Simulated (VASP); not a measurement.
Set up this calculation in VASP 6.6.1, as the native input.

```
Task                   : single point
Functional             : PBEsol
Potentials or basis    : VASP PAW PBE potentials, release 64 (Lu)
Cutoff                 : 520 eV
k mesh                 : 7 × 7 × 4
Occupations            : fermi-dirac, width 0.1 eV
Spin                   : no spin polarisation
Dipole correction      : no
Further INCAR settings : ALGO = Normal; EDIFF = 1e-06; NBANDS = 32
```

The structure of Lu lies in POSCAR:

```
Lu
1.0
    3.4247352215      0.0000000000      0.0000000000
   -1.7123676108      2.9659077031      0.0000000000
    0.0000000000      0.0000000000      5.4267253184
Lu
2
Direct
    0.3333333333      0.6666666667      0.2500000000
    0.6666666667      0.3333333333      0.7500000000
```

These files were run (other wordings do the same):

INCAR

```
SYSTEM = Lu
PREC = Accurate
ENCUT = 520
EDIFF = 1E-6
ISMEAR = -1
SIGMA = 0.1
LREAL = .False.
LASPH = .True.
NELM = 100
ALGO = Normal
ISIF = 2
LWAVE = .False.
LCHARG = .False.
GGA = PS
NBANDS = 32
```

KPOINTS

```
regular mesh
0
Gamma
  7 7 4
  0 0 0
```

Potentials or basis: VASP PAW PBE potentials, release 64 (Lu).

Launch:

```bash
$ cat potpaw_PBE.64/Lu/POTCAR > POTCAR
$ mpirun -np 1 vasp_std > vasp.out
```

It gave:

```yaml
Pressure: 0.1 GPa
Band_gap_on_the_k_mesh: zero (band 25 reaches 3.45 eV, above the bottom of band 26 at 1.74 eV)
```

Caveat: the PAW data sets were made with another functional, which shifts forces and pressure a little; spin-orbit coupling is left out, which moves the levels of the heavy elements.

It took 24 s on 1 thread of Intel(R) Xeon(R) Platinum 8488C (Sapphire Rapids), with other jobs on the host, peak memory 0.19 GiB.
